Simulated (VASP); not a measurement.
# Fe (Im-3m) in VASP: single point with PBE

Aim: the single point of Fe with PBE.

Everything below comes from runs of VASP 6.6.1. Logs are shortened: lines on timing, memory, paths and dates and some standing lists are left out, and cuts for length are marked.

## (1) The cell of the first run

The structure is cubic, space group Im-3m (No. 229). Conventional cell: a = 2.886 Å, b = 2.886 Å, c = 2.886 Å, α = 90.00°, β = 90.00°, γ = 90.00°. Fe (site symmetry m-3m) has 14 Fe at 2.50 to 2.89 Å within 3.3 Å.

## (2) Single point, PBE, non-collinear spin, typed start

Contents of INCAR:

```
SYSTEM = Fe
  ALGO = Normal
  EDIFF = 1E-6
  ENCUT = 520
  GGA = PE
  ISIF = 2
  ISMEAR = -1
  LASPH = .True.
  LCHARG = .False.
  LMAXMIX = 4
  LNONCOLLINEAR = .True.
  LORBIT = 11
  LREAL = .False.
  LWAVE = .False.
  MAGMOM = 0 0 2.3 0 0 -2.3
  NBANDS = 28
  NELM = 150
  PREC = Accurate
  SIGMA = 0.05
```

Contents of KPOINTS:

```
k-points
0
Gamma
  11 11 7
  0 0 0
```

Contents of POSCAR:

```
Fe
1.0
   -1.4430000000      1.4430000000      1.4430000000
    1.4430000000     -1.4430000000      1.4430000000
    2.8860000000      2.8860000000      0.0000000000
Fe
2
Direct
    0.0000000000      0.0000000000      0.0000000000
    0.5000000000      0.5000000000      0.5000000000
```

Potentials or basis: VASP PAW PBE potentials, release 64 (Fe).

The run is started by

```console
$ cat potpaw_PBE.64/Fe/POTCAR > POTCAR
$ mpirun -np 1 vasp_ncl > vasp.out
```

OUTCAR:

```text
SYSTEM = Fe
   EDIFF = 1E-6
   ENCUT = 520
   GGA = PE
   ISIF = 2
   ISMEAR = -1
   LASPH = .True.
   LNONCOLLINEAR = .True.
   LORBIT = 11
   LREAL = .False.
   NELM = 150
   PREC = Accurate

 ion  position               nearest neighbor table
   1  0.000  0.000  0.000-   2 2.50   2 2.50   2 2.50   2 2.50   2 2.89   2 2.89   2 2.89   2 2.89

   2  0.500  0.500  0.500-   1 2.50   1 2.50   1 2.50   1 2.50   1 2.89   1 2.89   1 2.89   1 2.89

  LATTYP: Found a base centered orthorhombic cell.
 ALAT       =     2.8860000000
 B/A-ratio  =     1.4142135624
 C/A-ratio  =     1.4142135624

  Lattice vectors:

 A1 = (  -1.4430000000,   1.4430000000,   1.4430000000)
 A2 = (   1.4430000000,  -1.4430000000,   1.4430000000)
 A3 = (   2.8860000000,   2.8860000000,   0.0000000000)

Analysis of symmetry for initial positions (statically):
=====================================================================
 Subroutine PRICEL returns following result:

  LATTYP: Found a body centered cubic cell.
 ALAT       =     2.8860000000

  Lattice vectors:

 A1 = (  -1.4430000000,   1.4430000000,  -1.4430000000)
 A2 = (  -1.4430000000,  -1.4430000000,   1.4430000000)
 A3 = (   1.4430000000,   1.4430000000,   1.4430000000)

   2 primitive cells build up your supercell.

 Routine SETGRP: Setting up the symmetry group for a
 base centered orthorhombic supercell.

 Subroutine GETGRP returns: Found  8 space group operations
 (whereof  8 operations were pure point group operations)
 out of a pool of  8 trial point group operations.

The static configuration has the point symmetry D_2h.

Analysis of symmetry for dynamics (positions and initial velocities):
=====================================================================
 Subroutine PRICEL returns following result:

  LATTYP: Found a body centered cubic cell.
 ALAT       =     2.8860000000

  Lattice vectors:

 A1 = (  -1.4430000000,   1.4430000000,  -1.4430000000)
 A2 = (  -1.4430000000,  -1.4430000000,   1.4430000000)
 A3 = (   1.4430000000,   1.4430000000,   1.4430000000)

   2 primitive cells build up your supercell.

 Routine SETGRP: Setting up the symmetry group for a
 base centered orthorhombic supercell.

 Subroutine GETGRP returns: Found  8 space group operations
 (whereof  8 operations were pure point group operations)
 out of a pool of  8 trial point group operations.

The dynamic configuration has the point symmetry D_2h.

Analysis of structural, dynamic, and magnetic symmetry:
=====================================================================
 Subroutine PRICEL returns:
 Original cell was already a primitive cell.

 Routine SETGRP: Setting up the symmetry group for a
 base centered orthorhombic supercell.

 Subroutine GETGRP returns: Found  8 space group operations
 (whereof  4 operations were pure point group operations)
 out of a pool of  8 trial point group operations.

The overall configuration has the point symmetry C_2h.
 The point group associated with its full space group is D_2h.

 Subroutine INISYM returns: Found  8 space group operations
 (whereof  4 operations are pure point group operations),
 and found     1 'primitive' translations

----------------------------------------------------------------------------------------

                                     Primitive cell

  volume of cell :      24.0375

  direct lattice vectors                    reciprocal lattice vectors
    -1.443000000  1.443000000  1.443000000    -0.173250173  0.173250173  0.346500347
     1.443000000 -1.443000000  1.443000000     0.173250173 -0.173250173  0.346500347
     2.886000000  2.886000000  0.000000000     0.173250173  0.173250173  0.000000000

  length of vectors
     2.499349315  2.499349315  4.081420341     0.424374522  0.424374522  0.245012745

  position of ions in fractional coordinates (direct lattice)
     0.000000000  0.000000000  0.000000000
[... 30 lines left out ...]

 Found    144 irreducible k-points:

 Following reciprocal coordinates:
            Coordinates               Weight
  0.000000  0.000000  0.000000      1.000000
  0.090909  0.000000  0.000000      4.000000
  0.181818  0.000000  0.000000      4.000000
  0.272727  0.000000  0.000000      4.000000
  0.363636  0.000000  0.000000      4.000000
  0.454545  0.000000  0.000000      4.000000
[... 16 lines left out ...]
 -0.272727  0.181818  0.000000      4.000000
 -0.181818  0.181818  0.000000      2.000000
 [... further k-points ...]
   k-points           NKPTS =    144   k-points in BZ     NKDIM =    144   number of bands    NBANDS=     28
   number of dos      NEDOS =    301   number of ions     NIONS =      2
   total plane-waves  NPLWV =  12000
   dimension x,y,z NGX =    20 NGY =   20 NGZ =   30
   dimension x,y,z NGXF=    40 NGYF=   40 NGZF=   60
   ions per type =               2
   NGX,Y,Z   is equivalent  to a cutoff of  13.30, 13.30, 12.22 a.u.
   NGXF,Y,Z  is equivalent  to a cutoff of  26.61, 26.61, 24.44 a.u.
 SYSTEM =  Fe
   PREC   = accura    normal or accurate (medium, high low for compatibility)
   ISTART =      0    job   : 0-new  1-cont  2-samecut
   ICHARG =      2    charge: 1-file 2-atom 10-const
   ISPIN  =      1    spin polarized calculation?
   LNONCOLLINEAR =      T non collinear calculations
   LSORBIT =      F    spin-orbit coupling
   LASPH  =      T    aspherical Exc in radial PAW
   ENCUT  =  520.0 eV  38.22 Ry    6.18 a.u.   4.65  4.65  7.59*2*pi/ulx,y,z
   NELM   =    150;   NELMIN=  2; NELMDL= -5     # of ELM steps
   EDIFF  = 0.1E-05   stopping-criterion for ELM
   LREAL  =      F    real-space projection
   EDIFFG = 0.1E-04   stopping-criterion for IOM
   NSW    =      0    number of steps for IOM
   IBRION =     -1    ionic relax: 0-MD 1-quasi-New 2-CG
   NFREE  =      0    steps in history (QN), initial steepest desc. (CG)
   ISIF   =      2    stress and relaxation
   ISYM   =      2    0-nonsym 1-usesym 2-fastsym
   POTIM  = 0.5000    time-step for ionic-motion
   TEBEG  =    0.0;   TEEND  =   0.0 temperature during run
   PSTRESS=    0.0 pullay stress
   NELECT =      16.0000    total number of electrons
   NUPDOWN=      -1.0000    fix difference up-down
   EMIN   =  10.00;   EMAX   =-10.00  energy-range for DOS
   EFERMI =   0.00;   METHOD = LEGACY
   ISMEAR =    -1;   SIGMA  =   0.05  broadening in eV -4-tet -1-fermi 0-gaus
   EFERMI_NEDOS =   21; number of points for ismear=-14 and -15
   IALGO  =     38    algorithm
   IMIX   =      4    mixing-type and parameters
     AMIX     =   0.40;   BMIX     =  1.00
     AMIX_MAG =   1.60;   BMIX_MAG =  1.00
  volume/ion in A,a.u.               =      12.02        81.11
  Fermi-wavevector in a.u.,A,eV,Ry     =   1.429394  2.701162 27.798962  2.043166
  Thomas-Fermi vector in A             =   2.549352
   LORBIT       =     11    0 simple, 1 ext, 2 COOP (PROOUT), +10 PAW based schemes
   GGA     = PE    functional components
   LHFCALC =     F    Hartree Fock is set to
   AEXX    =    0.0000 exact exchange contribution
   IVDW    =     0    specifies the selected vdW correction
   LEPSILON=     F    determine dielectric tensor
   LRPA    =     F    only Hartree local field effects (RPA)
  energy-cutoff  :      520.00
  volume of cell :       24.04
 maximum number of plane-waves:      1324
   NGX =  9   NGY =  9   NGZ = 15

 number of electron      15.9999994 magnetization       0.0000000      0.0000000      0.0000000

 number of electron      15.9999993 magnetization      -0.0000000     -0.0000000     -0.0000000

 number of electron      15.9999993 magnetization      -0.0000000      0.0000000     -0.0000000

 number of electron      15.9999993 magnetization      -0.0000000      0.0000000      0.0000000

 Free energy of the ion-electron system (eV)
  ---------------------------------------------------
  ext. energy  EPLUGINS =         0.00000000
  ---------------------------------------------------
  free energy    TOTEN  =       -16.00668646 eV

  energy without entropy =      -15.97728990  energy(sigma->0) =      -15.99198818

 E-fermi :   5.5625     XC(G=0): -12.8123

 val. band max:        5.5618958399   @ k =  -0.4545   0.3636   0.0000
 cond. band min:       5.5702513367   @ k =  -0.4545   0.3636   0.4286
 fundamental gap:      0.0083554968
 Fermi energy:         5.5624725419

 k-point     1 :       0.0000    0.0000    0.0000
  band No.  band energies     occupation
      1      -2.7696      1.00000
      2      -2.7696      1.00000
      3       1.0649      1.00000
      4       1.0649      1.00000
      5       2.5369      1.00000
      6       2.5369      1.00000
[... 733 lines left out ...]
     27      20.5156      0.00000
     28      20.5156      0.00000

 [... further k-points ...]

------------------------ aborting loop because EDIFF is reached ----------------------------------------

  FORCE on cell =-STRESS in cart. coord.  units (eV):
  Direction    XX          YY          ZZ          XY          YZ          ZX
  --------------------------------------------------------------------------------------
  -------------------------------------------------------------------------------------
  Total       -1.8424288     -1.8424288     -0.8945700      0.8881616      0.0000000      0.0000000
  in kB     -122.8039447   -122.8039447    -59.6260348     59.1988913      0.0000000      0.0000000
  external PRESSURE =    -101.7446414 kB  Pullay stress =       0.0000000 kB

 VOLUME and BASIS-vectors are now :
 -----------------------------------------------------------------------------
  energy-cutoff  :      520.00
  volume of cell :       24.04
      direct lattice vectors                 reciprocal lattice vectors
    -1.443000000  1.443000000  1.443000000    -0.173250173  0.173250173  0.346500347
     1.443000000 -1.443000000  1.443000000     0.173250173 -0.173250173  0.346500347
     2.886000000  2.886000000  0.000000000     0.173250173  0.173250173  0.000000000

 POSITION                                       TOTAL-FORCE (eV/Angst)
 -----------------------------------------------------------------------------------
      0.00000      0.00000      0.00000        -0.000000      0.000000      0.000000
      1.44300      1.44300      1.44300         0.000000     -0.000000      0.000000
 -----------------------------------------------------------------------------------
    total drift:                                0.000000      0.000000      0.000000

  FREE ENERGIE OF THE ION-ELECTRON SYSTEM (eV)
  ---------------------------------------------------
  free  energy   TOTEN  =       -16.0066864628 eV

  energy  without entropy=      -15.9772899045  energy(sigma->0) =      -15.99198818

 total charge

# of ion       s       p       d       tot
------------------------------------------
    1        0.470   0.510   6.171   7.151
    2        0.470   0.510   6.171   7.151
--------------------------------------------------
tot          0.939   1.021  12.342  14.302

 magnetization (x)

# of ion       s       p       d       tot
------------------------------------------
    1        0.000   0.000   0.000   0.000
    2        0.000   0.000   0.000   0.000
--------------------------------------------------
tot          0.000   0.000   0.000   0.000

 magnetization (y)

# of ion       s       p       d       tot
------------------------------------------
    1        0.000   0.000   0.000   0.000
    2        0.000   0.000   0.000   0.000
--------------------------------------------------
tot          0.000   0.000   0.000   0.000

 magnetization (z)

# of ion       s       p       d       tot
------------------------------------------
    1        0.015   0.029   2.101   2.145
    2       -0.015  -0.029  -2.101  -2.145
--------------------------------------------------
tot         -0.000   0.000   0.000   0.000
```

Wall time 6.3 min (1 thread of Intel Xeon Platinum 8488C (Sapphire Rapids), shared host); peak memory 0.28 GiB.

Results:

| Item | Value |
| --- | --- |
| Free energy | -16.0067 eV |
| Pressure | -10.2 GPa |
| Band gap on the k mesh | zero (bands 16 and 17 overlap by 1.76 eV) |
| Net moment | 0.00 μB per cell |
| Valence electrons inside the program's atomic spheres | Fe 7.15 |

Levels at points of the mesh, in eV from the Fermi level:
```tsv
k point	band 13	band 14	band 15	band 16	band 17	band 18	band 19	band 20
(0.00, 0.00, 0.00)	-1.16	-1.16	-0.98	-0.98	0.24	0.24	1.11	1.11
```

Moments on the atoms (μB; x, y, z):
```
Fe   0.00  0.00  2.15
Fe   0.00  0.00 -2.15
```

Caveat: the stress differs along the axes, from -12 to -6 GPa.
